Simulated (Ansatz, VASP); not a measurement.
# Two plane-wave programs on TiTe2

```
CELL_PARAMETERS angstrom
3.77700 0.00000 0.00000
-1.88850 3.27098 0.00000
0.00000 0.00000 6.49800
ATOMIC_POSITIONS crystal
Ti 0.00000 0.00000 0.00000
Te 0.66667 0.33333 0.26280
Te 0.33333 0.66667 0.73720
```

Alike in both runs: task relaxation of cell and atoms; functional PBE; k mesh 12 × 12 × 8; occupations gaussian, width 0.1 eV; no spin polarisation.

|  | VASP | Ansatz |
| --- | --- | --- |
| version | VASP 6.6.1 | Ansatz 0.2.0 |
| potentials or method | VASP PAW PBE potentials, release 64 (Ti_sv, Te), cutoff 600 eV | scalar-relativistic, plane waves, PAW |
| valence electrons in the cell | 24 | 44 |

VASP gave:

| Quantity | Value |
| --- | --- |
| gap on the k mesh at the Fermi level, each at its own relaxed structure (eV) | none |
| relaxed volume (Å³/atom) | 28.07 |
| relaxed length of the cell vector where the two differ most in proportion (Å) | 6.844 |

Question: Estimate Ansatz's values.

Answer: gap on the k mesh at the Fermi level, each at its own relaxed structure (eV): none; relaxed volume (Å³/atom): 28.29; relaxed length of the cell vector where the two differ most in proportion (Å): 6.898.

A gap of «none» marks a metal or a gap that the smearing closes. VASP's potentials hold 24 valence electrons a cell and Ansatz's 44, so a difference there can come from the potentials and not from the codes.

Spin-orbit coupling is off throughout.
